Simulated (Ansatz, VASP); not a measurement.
## Two plane-wave programs on Ge

```
CELL_PARAMETERS angstrom
0.00000 2.83601 2.83601
2.83601 0.00000 2.83601
2.83601 2.83601 0.00000
ATOMIC_POSITIONS crystal
Ge 0.50000 0.50000 0.50000
Ge 0.75000 0.75000 0.75000
```

Alike in both runs: task single point; functional r2SCAN; k mesh 10 × 10 × 10; occupations methfessel-paxton of order 1, width 0.1 eV; no spin polarisation.

```csv
,VASP,Ansatz
version,VASP 6.6.1,Ansatz 0.2.0
potentials or method,"VASP PAW PBE potentials, release 64 (Ge_d), cutoff 520 eV","plane waves (500 eV) with PAW, scalar-relativistic"
valence electrons in the cell,28,28
```

```tsv
	VASP	Ansatz	Ansatz less VASP
pressure (GPa)	0.1	0.1	-0.04
```

VASP's potentials were made for PBE, not for r2SCAN. The functional is the same, so the differences come from potentials, cutoffs and numerics.
